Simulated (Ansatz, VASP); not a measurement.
## Two plane-wave programs on CdS

```
Cd S
1.0
     0.00000    2.69141    2.69141
     2.69141    0.00000    2.69141
     2.69141    2.69141    0.00000
Cd S
1 1
Direct
  0.00000 0.00000 0.00000
  0.50000 0.50000 0.50000
```

Alike in both runs: task single point; functional PBE; k mesh 12 × 12 × 12; occupations gaussian, width 0.01 eV; no spin polarisation.

|  | VASP | Ansatz |
| --- | --- | --- |
| version | VASP 6.6.1 | Ansatz 0.2.0 |
| potentials or method | VASP PAW PBE potentials, release 64 (Cd, S), cutoff 520 eV | scalar-relativistic, plane waves, PAW |
| valence electrons in the cell | 18 | 26 |

VASP gave:

- gap on the k mesh at the Fermi level (eV): 0.25
- least direct gap on the mesh (eV): 1.99
- pressure (GPa): 5.7

Problem. Estimate Ansatz's values.

Solution. gap on the k mesh at the Fermi level (eV): 0.25; least direct gap on the mesh (eV): 2.02; pressure (GPa): 5.2.

VASP's potentials hold 18 valence electrons a cell and Ansatz's 26, so a difference there can come from the potentials and not from the codes.
